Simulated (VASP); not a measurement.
# MgO (P1) in VASP: single point with PBE

Aim: the single point of MgO with PBE.

All numbers are computed with VASP 6.6.1; they aren't measurements. Logs are shortened: lines on timing, memory, paths and dates and some standing lists are left out, and cuts for length are marked.

### Step 1. The cell of the first run

The typed cell holds 32 atoms: a = 7.367 Å, b = 7.367 Å, c = 7.367 Å, α = 109.47°, β = 109.47°, γ = 109.47°.

### Step 2. Single point, PBE

The input, INCAR:

```
PREC = Accurate ; ENCUT = 600
EDIFF = 1E-6 ; ISMEAR = 0
SIGMA = 0.02 ; LREAL = Auto
LASPH = True ; NELM = 120
ALGO = Normal ; ISIF = 2
LWAVE = False ; LCHARG = False
GGA = PE ; NBANDS = 86
GGA_COMPAT = False
```

The input, KPOINTS:

```
Automatic mesh
0
Gamma
  2 2 2
  0.5 0.5 0.5
```

The input, POSCAR:

```
MgO
1.0
   -4.2535896552     -4.2535896552      4.2535896552
    4.2535896552      4.2535896552      4.2535896552
   -4.2535896552      4.2535896552     -4.2535896552
Mg O
16 16
Direct
    0.7524093921      0.5020524103      0.7515663313
    0.0023500550      0.5020167634      0.5015155685
    0.7523709097      0.7520051092      0.5015170539
    0.2522913625      0.5020476913      0.2515069764
    0.0023838935      0.7521589991      0.2516012598
    0.7523635332      0.0020931469      0.2515905501
    0.5024787626      0.5020587685      0.0015638887
    0.2524204967      0.7520663060      0.0015792597
    0.0023504421      0.0020676538      0.0016442745
    0.7523837415      0.2520341694      0.0015940290
    0.5024455325      0.7520861245      0.7516321520
    0.2523834245      0.0020323359      0.7515504631
    0.0023758569      0.2520279497      0.7515399197
    0.5023769607      0.0021307339      0.5016490222
    0.2524024851      0.2520609233      0.5015743458
    0.5024001560      0.2521109071      0.2515848894
    0.0024390919      0.5021858577      0.0017290995
    0.2523834152      0.5021154966      0.7516893763
    0.0024224940      0.7520617530      0.7517141566
    0.5023853630      0.5021108682      0.5017175340
    0.2523924026      0.7521949458      0.5017338641
    0.0023888983      0.0021778935      0.5016734946
    0.7523997536      0.5020726093      0.2516889345
    0.5024112363      0.7521340402      0.2516534276
    0.2524496397      0.0021898592      0.2517775347
    0.0023571094      0.2521243443      0.2517070606
    0.7524000033      0.7521075876      0.0016837570
    0.5024615812      0.0021645800      0.0017869875
    0.2524128195      0.2521296955      0.0017605108
    0.7523922691      0.0021666629      0.7517709348
    0.5023905235      0.2521892049      0.7517302507
    0.7524156498      0.2521745099      0.5017584511
```

Potentials or basis: VASP PAW PBE potentials, release 64 (Mg, O).

The run is started by

```
> cat potpaw_PBE.64/Mg/POTCAR potpaw_PBE.64/O/POTCAR > POTCAR
> mpirun -np 1 vasp_std > vasp.out
```

OUTCAR:

```text
PREC = Accurate
   ENCUT = 600
   EDIFF = 1E-6
   ISMEAR = 0
   LREAL = Auto
   LASPH = True
   NELM = 120
   ISIF = 2
   GGA = PE

 ion  position               nearest neighbor table
   1  0.752  0.502  0.752-  32 2.13  19 2.13  20 2.13  31 2.13  17 2.13  27 2.13  14 3.01   7 3.01
                            16 3.01  13 3.01   2 3.01  11 3.01   3 3.01  15 3.01   8 3.01   9 3.01
   2  0.002  0.502  0.502-  26 2.13  23 2.13  21 2.13  32 2.13  18 2.13  19 2.13  10 3.01   6 3.01
                             4 3.01  16 3.01   3 3.01   1 3.01  15 3.01  13 3.01  12 3.01   5 3.01
   3  0.752  0.752  0.502-  23 2.13  24 2.13  22 2.13  20 2.13  19 2.13  30 2.13  16 3.01   5 3.01
                             7 3.01   2 3.01   1 3.01  12 3.01   6 3.01  13 3.01  11 3.01   4 3.01
   4  0.252  0.502  0.252-  17 2.13  29 2.13  26 2.13  24 2.13  20 2.13  21 2.13  10 3.01   8 3.01
                             2 3.01  13 3.01   9 3.01   5 3.01  16 3.01  15 3.01   3 3.01  14 3.01
   5  0.002  0.752  0.252-  27 2.13  17 2.13  25 2.13  22 2.13  21 2.13  23 2.13   9 3.01  15 3.01
                             7 3.01   3 3.01  12 3.01   6 3.01  14 3.01   4 3.01   1 3.01   2 3.01
   6  0.752  0.002  0.252-  28 2.13  26 2.13  27 2.13  24 2.13  22 2.13  32 2.13   2 3.01   9 3.01
                            10 3.01   8 3.01  13 3.01   5 3.01  11 3.01  16 3.01   3 3.01   7 3.01
   7  0.502  0.502  0.002-  31 2.13  27 2.13  18 2.13  23 2.13  29 2.13  24 2.13   5 3.01   1 3.01
                            10 3.01   3 3.01  11 3.01  16 3.01  15 3.01  12 3.01   6 3.01   8 3.01
   8  0.252  0.752  0.002-  18 2.13  19 2.13  28 2.13  24 2.13  17 2.13  25 2.13   6 3.01   4 3.01
                            11 3.01  12 3.01   1 3.01  13 3.01  16 3.01   5 3.01   2 3.01   7 3.01
   9  0.002  0.002  0.002-  30 2.13  27 2.13  19 2.13  29 2.13  25 2.13  26 2.13   5 3.01  11 3.01
                            15 3.01   6 3.01  10 3.01   4 3.01   1 3.01  16 3.01  13 3.01   8 3.01
  10  0.752  0.252  0.002-  30 2.13  28 2.13  26 2.13  31 2.13  17 2.13  23 2.13   4 3.01   2 3.01
                             7 3.01   9 3.01   6 3.01  14 3.01  11 3.01  16 3.01  12 3.01   1 3.01
  11  0.502  0.752  0.752-  20 2.13  30 2.13  27 2.13  21 2.13  18 2.13  28 2.13   9 3.01  10 3.01
                             6 3.01   7 3.01   8 3.01   1 3.01  12 3.01  15 3.01  14 3.01   3 3.01
[... 9 lines left out ...]
                             7 3.01  10 3.01   6 3.01   1 3.01  15 3.01  12 3.01  14 3.01   8 3.01
  17  0.002  0.502  0.002-   4 2.13   5 2.13   8 2.13   1 2.13  10 2.13  13 2.13
  18  0.252  0.502  0.752-   8 2.13  13 2.13   7 2.13  11 2.13   2 2.13  15 2.13
  19  0.002  0.752  0.752-   8 2.13   1 2.13   9 2.13  12 2.13   2 2.13   3 2.13
  20  0.502  0.502  0.502-  11 2.13  15 2.13   1 2.13   3 2.13  16 2.13   4 2.13
  21  0.252  0.752  0.502-  12 2.13   2 2.13  14 2.13  11 2.13   5 2.13   4 2.13
  22  0.002  0.002  0.502-  13 2.13  15 2.13  12 2.13   6 2.13   3 2.13   5 2.13
[... 8 lines left out ...]
  31  0.502  0.252  0.752-   7 2.13  12 2.13  10 2.13  15 2.13   1 2.13  14 2.13
  32  0.752  0.252  0.502-   1 2.13  13 2.13  14 2.13   2 2.13  16 2.13   6 2.13

  LATTYP: Found a body centered cubic cell.
 ALAT       =     8.5071793104

  Lattice vectors:

 A1 = (  -4.2535896552,  -4.2535896552,   4.2535896552)
 A2 = (   4.2535896552,   4.2535896552,   4.2535896552)
 A3 = (  -4.2535896552,   4.2535896552,  -4.2535896552)

Analysis of symmetry for initial positions (statically):
=====================================================================
 Subroutine PRICEL returns:
 Original cell was already a primitive cell.

 Routine SETGRP: Setting up the symmetry group for a
 body centered cubic supercell.

 Subroutine GETGRP returns: Found  1 space group operations
 (whereof  1 operations were pure point group operations)
 out of a pool of 48 trial point group operations.

The static configuration has the point symmetry C_1 .

Analysis of symmetry for dynamics (positions and initial velocities):
=====================================================================
 Subroutine PRICEL returns:
 Original cell was already a primitive cell.

 Routine SETGRP: Setting up the symmetry group for a
 body centered cubic supercell.

 Subroutine GETGRP returns: Found  1 space group operations
 (whereof  1 operations were pure point group operations)
 out of a pool of 48 trial point group operations.

The dynamic configuration has the point symmetry C_1 .

 Subroutine INISYM returns: Found  1 space group operations
 (whereof  1 operations are pure point group operations),
 and found     1 'primitive' translations

----------------------------------------------------------------------------------------

                                     Primitive cell

  volume of cell :     307.8412

  direct lattice vectors                    reciprocal lattice vectors
    -4.253589655 -4.253589655  4.253589655    -0.117547775  0.000000000  0.117547775
     4.253589655  4.253589655  4.253589655     0.000000000  0.117547775  0.117547775
    -4.253589655  4.253589655 -4.253589655    -0.117547775  0.117547775  0.000000000

  length of vectors
     7.367433397  7.367433397  7.367433397     0.166237658  0.166237658  0.166237658

  position of ions in fractional coordinates (direct lattice)
     0.752409392  0.502052410  0.751566331
     0.002350055  0.502016763  0.501515568
     0.752370910  0.752005109  0.501517054
     0.252291363  0.502047691  0.251506976
     0.002383894  0.752158999  0.251601260
     0.752363533  0.002093147  0.251590550
[... 24 lines left out ...]
     0.502390523  0.252189205  0.751730251
     0.752415650  0.252174510  0.501758451

  ion indices of the primitive-cell ions
   primitive index   ion index
                 1           1
                 2           2
                 3           3
                 4           4
                 5           5
                 6           6
[... 24 lines left out ...]
                31          31
                32          32

----------------------------------------------------------------------------------------

 KPOINTS: Automatic mesh

Automatic generation of k-mesh.
 Grid dimensions read from file:
 generate k-points for:    2    2    2

 Generating k-lattice:

  Cartesian coordinates                     Fractional coordinates (reciprocal lattice)
    -0.058773888  0.000000000  0.058773888     0.500000000  0.000000000  0.000000000
     0.000000000  0.058773888  0.058773888     0.000000000  0.500000000  0.000000000
    -0.058773888  0.058773888  0.000000000     0.000000000  0.000000000  0.500000000

  Length of vectors
     0.083118829  0.083118829  0.083118829

  Shift w.r.t. Gamma in fractional coordinates (k-lattice)
     0.500000000  0.500000000  0.500000000

 Subroutine IBZKPT returns following result:
 ===========================================

 Found      4 irreducible k-points:

 Following reciprocal coordinates:
            Coordinates               Weight
  0.250000  0.250000  0.250000      2.000000
 -0.250000  0.250000  0.250000      2.000000
  0.250000 -0.250000  0.250000      2.000000
  0.250000  0.250000 -0.250000      2.000000
   k-points           NKPTS =      4   k-points in BZ     NKDIM =      4   number of bands    NBANDS=     86
   number of dos      NEDOS =    301   number of ions     NIONS =     32
   total plane-waves  NPLWV = 216000
   dimension x,y,z NGX =    60 NGY =   60 NGZ =   60
   dimension x,y,z NGXF=   120 NGYF=  120 NGZF=  120
   ions per type =              16  16
   NGX,Y,Z   is equivalent  to a cutoff of  13.54, 13.54, 13.54 a.u.
   NGXF,Y,Z  is equivalent  to a cutoff of  27.08, 27.08, 27.08 a.u.
 SYSTEM =  unknown system
   PREC   = accura    normal or accurate (medium, high low for compatibility)
   ISTART =      0    job   : 0-new  1-cont  2-samecut
   ICHARG =      2    charge: 1-file 2-atom 10-const
   ISPIN  =      1    spin polarized calculation?
   LNONCOLLINEAR =      F non collinear calculations
   LSORBIT =      F    spin-orbit coupling
   LASPH  =      T    aspherical Exc in radial PAW
   ENCUT  =  600.0 eV  44.10 Ry    6.64 a.u.  14.71 14.71 14.71*2*pi/ulx,y,z
   NELM   =    120;   NELMIN=  2; NELMDL= -5     # of ELM steps
   EDIFF  = 0.1E-05   stopping-criterion for ELM
   LREAL  =      T    real-space projection
   EDIFFG = 0.1E-04   stopping-criterion for IOM
   NSW    =      0    number of steps for IOM
   IBRION =     -1    ionic relax: 0-MD 1-quasi-New 2-CG
   NFREE  =      0    steps in history (QN), initial steepest desc. (CG)
   ISIF   =      2    stress and relaxation
   ISYM   =      2    0-nonsym 1-usesym 2-fastsym
   POTIM  = 0.5000    time-step for ionic-motion
   TEBEG  =    0.0;   TEEND  =   0.0 temperature during run
   PSTRESS=    0.0 pullay stress
   NELECT =     128.0000    total number of electrons
   NUPDOWN=      -1.0000    fix difference up-down
   EMIN   =  10.00;   EMAX   =-10.00  energy-range for DOS
   EFERMI =   0.00;   METHOD = LEGACY
   ISMEAR =     0;   SIGMA  =   0.02  broadening in eV -4-tet -1-fermi 0-gaus
   EFERMI_NEDOS =   21; number of points for ismear=-14 and -15
   IALGO  =     38    algorithm
   IMIX   =      4    mixing-type and parameters
     AMIX     =   0.40;   BMIX     =  1.00
     AMIX_MAG =   1.60;   BMIX_MAG =  1.00
  volume/ion in A,a.u.               =       9.62        64.92
  Fermi-wavevector in a.u.,A,eV,Ry     =   1.221901  2.309057 20.314059  1.493041
  Thomas-Fermi vector in A             =   2.357067
   LORBIT       =      0    0 simple, 1 ext, 2 COOP (PROOUT), +10 PAW based schemes
   GGA     = PE    functional components
   LHFCALC =     F    Hartree Fock is set to
   AEXX    =    0.0000 exact exchange contribution
   IVDW    =     0    specifies the selected vdW correction
   LEPSILON=     F    determine dielectric tensor
   LRPA    =     F    only Hartree local field effects (RPA)
 non-spin polarized calculation
 Gauss-broadening in eV      SIGMA  =   0.02
  energy-cutoff  :      600.00
  volume of cell :      307.84
 maximum number of plane-waves:     10240
 NGX is ok and might be reduce to    60
   NGX = 29   NGY = 29   NGZ = 29

 number of electron     128.0000023 magnetization

 Free energy of the ion-electron system (eV)
  ---------------------------------------------------
  ext. energy  EPLUGINS =         0.00000000
  ---------------------------------------------------
  free energy    TOTEN  =      -190.64062893 eV

  energy without entropy =     -190.64062893  energy(sigma->0) =     -190.64062893

 E-fermi :   2.8910     XC(G=0): -10.9398

 val. band max:        2.7430198173   @ k =   0.2500  -0.2500   0.2500
 cond. band min:       8.6261354028   @ k =  -0.2500   0.2500   0.2500
 fundamental gap:      5.8831155855
 Fermi energy:         2.8909558953

 k-point     1 :       0.2500    0.2500    0.2500
  band No.  band energies     occupation
      1     -13.5926      2.00000
      2     -13.5918      2.00000
      3     -13.5911      2.00000
      4     -13.5904      2.00000
      5     -12.8243      2.00000
      6     -12.8238      2.00000
[... 305 lines left out ...]
     75      12.5575      0.00000
     76      12.8826      0.00000
 [bands above 76 left out]

------------------------ aborting loop because EDIFF is reached ----------------------------------------

  FORCE on cell =-STRESS in cart. coord.  units (eV):
  Direction    XX          YY          ZZ          XY          YZ          ZX
  --------------------------------------------------------------------------------------
  -------------------------------------------------------------------------------------
  Total       -1.7820947     -1.7786037     -1.7667521     -0.0061267     -0.0015842      0.0045967
  in kB       -9.2750146     -9.2568455     -9.1951633     -0.0318865     -0.0082453      0.0239237
  external PRESSURE =      -9.2423411 kB  Pullay stress =       0.0000000 kB

 VOLUME and BASIS-vectors are now :
 -----------------------------------------------------------------------------
  energy-cutoff  :      600.00
  volume of cell :      307.84
      direct lattice vectors                 reciprocal lattice vectors
    -4.253589655 -4.253589655  4.253589655    -0.117547775  0.000000000  0.117547775
     4.253589655  4.253589655  4.253589655     0.000000000  0.117547775  0.117547775
    -4.253589655  4.253589655 -4.253589655    -0.117547775  0.117547775  0.000000000

 POSITION                                       TOTAL-FORCE (eV/Angst)
 -----------------------------------------------------------------------------------
     -4.26177      2.13194      2.13911        -0.002721      0.004527      0.001354
     -0.00786      4.25862      0.01213        -0.006293      0.007012      0.001419
     -2.13480      2.13169      4.26575        -0.001970      0.008432     -0.000837
     -0.00745      2.13217      2.13884        -0.006395      0.004395      0.003908
      2.11903      4.25944      2.13931        -0.004984     -0.001357     -0.000743
     -4.26151     -2.12118      2.13899        -0.002374      0.004717     -0.001362
[... 24 lines left out ...]
     -4.26181      2.13330      0.01212        -0.001559     -0.007041     -0.002197
     -4.26210      0.00645      2.13884         0.002704     -0.006721     -0.001990
 -----------------------------------------------------------------------------------
    total drift:                               -0.047182      0.048171      0.067439

  FREE ENERGIE OF THE ION-ELECTRON SYSTEM (eV)
  ---------------------------------------------------
  free  energy   TOTEN  =      -190.6406289322 eV

  energy  without entropy=     -190.6406289322  energy(sigma->0) =     -190.64062893
```

It took 8 min on 1 thread of Oxide Virtual Turin-like, shared host; peak memory 0.47 GiB.

Results:

- Free energy: -190.6406 eV
- Pressure: -0.9 GPa
- Largest force: 0.010 eV/Å
- Band gap on the k mesh: 5.88 eV

Forces in eV/Å, atoms in the order of the input:
```
Mg  -0.003  0.005  0.001
Mg  -0.006  0.007  0.001
Mg  -0.002  0.008 -0.001
Mg  -0.006  0.004  0.004
Mg  -0.005 -0.001 -0.001
Mg  -0.002  0.005 -0.001
Mg   0.003  0.008 -0.005
Mg  -0.002  0.004 -0.001
Mg  -0.002 -0.001  0.005
Mg   0.000  0.005  0.003
Mg   0.002  0.002 -0.003
Mg  -0.003  0.008 -0.002
Mg  -0.004  0.007  0.002
Mg  -0.002 -0.001  0.001
Mg  -0.001  0.008  0.002
Mg  -0.002  0.004 -0.004
O    0.002 -0.004 -0.004
O    0.000 -0.005  0.002
O    0.008  0.001  0.003
O    0.004 -0.003  0.004
O    0.001 -0.007 -0.001
O   -0.001 -0.005 -0.005
O    0.004  0.000  0.003
O   -0.002 -0.001 -0.003
O    0.005 -0.006 -0.002
O    0.001 -0.005  0.001
O    0.000 -0.001  0.001
O    0.006 -0.006  0.000
O    0.005 -0.007  0.000
O    0.003 -0.009  0.001
O   -0.002 -0.007 -0.002
O    0.003 -0.007 -0.002
```

Caveat: a shifted mesh leaves out Γ, where band edges can lie.
